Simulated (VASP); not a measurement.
# C (P6_3/mmc) in VASP: a series of runs, part 2 of 2

VASP 6.6.1. The steps go on from the part before.

**5. Single point, BLYP**

This run uses another cell than the first one, of 13.42 Å³/atom, 0.962 times its volume.

File INCAR:

```
PREC = Accurate
ENCUT = 520
EDIFF = 1E-6
ISMEAR = -1
SIGMA = 0.1
LREAL = False
LASPH = True
NELM = 100
ALGO = Normal
ISIF = 2
LWAVE = False
LCHARG = True
GGA = B5
ALDAX = 1.0
AGGAX = 1.0
AGGAC = 1.0
ALDAC = 0.0
LELF = True
LVHAR = True
NBANDS = 16
```

File KPOINTS:

```
regular mesh
0
Gamma
  26 26 3
```

File POSCAR:

```
C
1.0
    1.8037670933      0.0000000000      0.0000000000
   -0.9018835467      1.5621081254      0.0000000000
    0.0000000000      0.0000000000     19.0444308551
C
4
Direct
    0.0000000000      1.0000000000      1.0000000000
    0.0000000000      1.0000000000      0.5000000000
    0.3333333333      0.6666666667      0.2500000000
    0.6666666667      0.3333333333      0.7500000000
```

Potentials or basis: VASP PAW PBE potentials, release 64 (C).

Launch:

```sh
cat potpaw_PBE.64/C/POTCAR > POTCAR
mpirun -np 1 vasp_std > vasp.out
```

OUTCAR:

```text
PREC = Accurate
   ENCUT = 520
   EDIFF = 1E-6
   ISMEAR = -1
   LREAL = False
   LASPH = True
   NELM = 100
   ISIF = 2
   GGA = B5

 ion  position               nearest neighbor table
   1  0.000  0.000  0.000-
   2  0.000  0.000  0.500-
   3  0.333  0.667  0.250-
   4  0.667  0.333  0.750-

  LATTYP: Found a hexagonal cell.
 ALAT       =     1.8037670933
 C/A-ratio  =    10.5581429697

  Lattice vectors:

 A1 = (   1.8037670933,   0.0000000000,   0.0000000000)
 A2 = (  -0.9018835467,   1.5621081254,   0.0000000000)
 A3 = (   0.0000000000,   0.0000000000,  19.0444308551)

Analysis of symmetry for initial positions (statically):
=====================================================================
 Subroutine PRICEL returns:
 Original cell was already a primitive cell.

 Routine SETGRP: Setting up the symmetry group for a
 hexagonal supercell.

 Subroutine GETGRP returns: Found 24 space group operations
 (whereof 12 operations were pure point group operations)
[... 164 lines left out ...]
  ext. energy  EPLUGINS =         0.00000000
  ---------------------------------------------------
  free energy    TOTEN  =       -18.09661081 eV

  energy without entropy =      -18.03314703  energy(sigma->0) =      -18.06487892

 E-fermi :   2.1330     XC(G=0):  -7.8392

 val. band max:        2.1304870062   @ k =   0.3077   0.1154   0.3333
 cond. band min:       2.1622100714   @ k =   0.3077   0.1154   0.0000
 fundamental gap:      0.0317230652
 Fermi energy:         2.1329920979

 k-point     1 :       0.0000    0.0000    0.0000
  band No.  band energies     occupation
      1     -17.0449      2.00000
      2     -17.0393      2.00000
      3     -17.0393      2.00000
      4     -17.0337      2.00000
      5      -4.9667      2.00000
      6      -4.8502      2.00000
[... 433 lines left out ...]
      3      -9.6088      2.00000
      4      -9.6060      2.00000
      5       0.0597      2.00000
      6       0.0621      2.00000
[... 8 lines left out ...]
     15      10.5129      0.00000
     16      10.5138      0.00000

 [... further k-points ...]
[... 5 lines left out ...]
  --------------------------------------------------------------------------------------
  -------------------------------------------------------------------------------------
  Total       -0.6152832     -0.6152832      0.0494085      0.0000000      0.0000000     -0.0000000
  in kB      -18.3707160    -18.3707160      1.4752050      0.0000000      0.0000000     -0.0000000
  external PRESSURE =     -11.7554090 kB  Pullay stress =       0.0000000 kB

 VOLUME and BASIS-vectors are now :
 -----------------------------------------------------------------------------
  energy-cutoff  :      520.00
  volume of cell :       53.66
      direct lattice vectors                 reciprocal lattice vectors
     1.803767093  0.000000000  0.000000000     0.554395301  0.320080276  0.000000000
    -0.901883547  1.562108125  0.000000000     0.000000000  0.640160552  0.000000000
     0.000000000  0.000000000 19.044430855     0.000000000  0.000000000  0.052508789

 POSITION                                       TOTAL-FORCE (eV/Angst)
 -----------------------------------------------------------------------------------
      0.00000      0.00000      0.00000        -0.000000      0.000000      0.000000
      0.00000      0.00000      9.52222        -0.000000      0.000000      0.000000
     -0.00000      1.04141      4.76111         0.000000     -0.000000     -0.000000
      0.90188      0.52070     14.28332        -0.000000      0.000000     -0.000000
 -----------------------------------------------------------------------------------
    total drift:                                0.000000     -0.000000      0.000000

  FREE ENERGIE OF THE ION-ELECTRON SYSTEM (eV)
  ---------------------------------------------------
  free  energy   TOTEN  =       -18.0966108132 eV

  energy  without entropy=      -18.0331470255  energy(sigma->0) =      -18.06487892
```

OSZICAR:

```text
N       E                     dE             d eps       ncg     rms          rms(c)
DAV:   1     0.500281912707E+02    0.50028E+02   -0.71728E+03  4480   0.878E+02
DAV:   2    -0.148407075455E+02   -0.64869E+02   -0.56136E+02  6120   0.165E+02
DAV:   3    -0.182793826076E+02   -0.34387E+01   -0.33557E+01  5536   0.360E+01
DAV:   4    -0.183289843109E+02   -0.49602E-01   -0.49482E-01  5224   0.519E+00
DAV:   5    -0.183300012552E+02   -0.10169E-02   -0.10161E-02  5488   0.655E-01    0.287E+00
DAV:   6    -0.181508720053E+02    0.17913E+00   -0.14999E-01  5416   0.193E+00    0.164E+00
DAV:   7    -0.180962939748E+02    0.54578E-01   -0.17210E-01  5352   0.212E+00    0.422E-01
DAV:   8    -0.180966796343E+02   -0.38566E-03   -0.54481E-03  4824   0.519E-01    0.477E-02
DAV:   9    -0.180966663443E+02    0.13290E-04   -0.31396E-04  6008   0.721E-02    0.408E-02
DAV:  10    -0.180966542503E+02    0.12094E-04   -0.42855E-04  5720   0.438E-02    0.353E-02
DAV:  11    -0.180966102262E+02    0.44024E-04   -0.15948E-04  5456   0.599E-02    0.676E-03
DAV:  12    -0.180966108132E+02   -0.58709E-06   -0.50406E-06  4336   0.149E-02
   1 F= -.18096611E+02 E0= -.18064879E+02  d E =-.634638E-01
```

Run time: 66 s. Hardware: 1 thread of Intel Xeon 6975P-C (Granite Rapids), shared host; peak memory 0.21 GiB.

Results:

- Free energy: -18.0966 eV
- Pressure: -1.2 GPa
- Band gap on the k mesh: zero (band 8 reaches 2.91 eV, above the bottom of band 9 at 1.23 eV)

Caveat: the PAW data sets were made with another functional, which shifts forces and pressure a little; this functional lacks dispersion, which binds the layers, so the pressure and a relaxed spacing across them are unreliable.

**6. Summary**

```csv
cell,k mesh,gap on the mesh (eV),pressure (GPa)
"a = 1.828, b = 1.828, c = 19.295 Å, angles 90.0, 90.0, 120.0°, 4 atoms",22 × 22 × 2,none,-1.9
"a = 1.851, b = 1.851, c = 19.539 Å, angles 90.0, 90.0, 120.0°, 4 atoms",22 × 22 × 2,none,-3.2
"a = 1.873, b = 1.873, c = 19.778 Å, angles 90.0, 90.0, 120.0°, 4 atoms",22 × 22 × 2,none,-4.1
"a = 1.804, b = 1.804, c = 19.044 Å, angles 90.0, 90.0, 120.0°, 4 atoms",26 × 26 × 3,none,-1.2
```

Alike in all rows: task single point; level BLYP; potentials or basis VASP PAW PBE potentials, release 64 (C); no spin polarisation; cutoff (eV) 520; smearing fermi-dirac 0.1 eV.

Caveats: the PAW data sets were made with another functional, which shifts forces and pressure a little; this functional lacks dispersion, which binds the layers, so the pressure and a relaxed spacing across them are unreliable.

Absolute energies hang on the potentials; compare differences alone.
